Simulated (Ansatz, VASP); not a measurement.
# One calculation of GaN, two programs

INCAR

```
PREC = Accurate
ENCUT = 520
EDIFF = 1E-6
ISMEAR = -1
SIGMA = 0.02
LREAL = F
LASPH = T
NELM = 100
ALGO = Normal
ISIF = 2
LWAVE = F
LCHARG = F
GGA = PS
NBANDS = 16
```

KPOINTS

```
regular mesh
0
Gamma
  13 13 13
```

Contents of POSCAR:

```
GaN
1.0
    0.0000000000      2.0315785487      2.0315785487
    2.0315785487      0.0000000000      2.0315785487
    2.0315785487      2.0315785487      0.0000000000
Ga N
1 1
Direct
    0.5000000000      0.5000000000      0.5000000000
    0.0000000000      0.0000000000      0.0000000000
```

Input for Ansatz:

```yaml
crystal:
  lattice:
    - [0.0, 2.0315785487, 2.0315785487]
    - [2.0315785487, 0.0, 2.0315785487]
    - [2.0315785487, 2.0315785487, 0.0]
  atoms:
    - { symbol: Ga, position: [0.5, 0.5, 0.5] }
    - { symbol: "N", position: [0.0, 0.0, 0.0] }
kpoints:
  mp_grid: { grid: [13, 13, 13] }
  band_path:
    path:
      - [0.0, 0.0, 0.0]
      - [0.5, 0.0, 0.5]
      - [0.625, 0.25, 0.625]
      - [0.375, 0.375, 0.75]
      - [0.0, 0.0, 0.0]
      - [0.5, 0.5, 0.5]
      - [0.5, 0.25, 0.75]
      - [0.5, 0.0, 0.5]
    npoints: 5
scf:
  occupations: { method: fermi_dirac, width: 0.02 }
hamiltonian:
  xc: pbesol
  pseudopotentials: { kind: all_electron, lapw: { basis_error: 0.001 } }
output:
  forces: true
  stress: true
  eigenvalues: true
```

Change from the starting cell: volume scaled by 1.06.

Alike in both runs: task single point; functional PBEsol; k mesh 13 × 13 × 13; occupations fermi-dirac, width 0.02 eV; no spin polarisation.

|  | VASP | Ansatz |
| --- | --- | --- |
| version | VASP 6.6.1 | Ansatz 0.2.0 |
| potentials or method | VASP PAW PBE potentials, release 64 (Ga_d, N), cutoff 520 eV | all-electron LAPW, scalar-relativistic |

Ansatz gave:

```
gap on the k mesh at the Fermi level (eV) : 1.42
pressure (GPa)                            : 34.1
```

Question: Estimate VASP's values.

Answer: gap on the k mesh at the Fermi level (eV): 1.41; pressure (GPa): 34.6.

VASP's potentials were made for PBE, not for PBEsol. Both programs put the cell under a high pressure, so it lies far from rest at this level. Ansatz ran all-electron here, and VASP with PAW potentials.
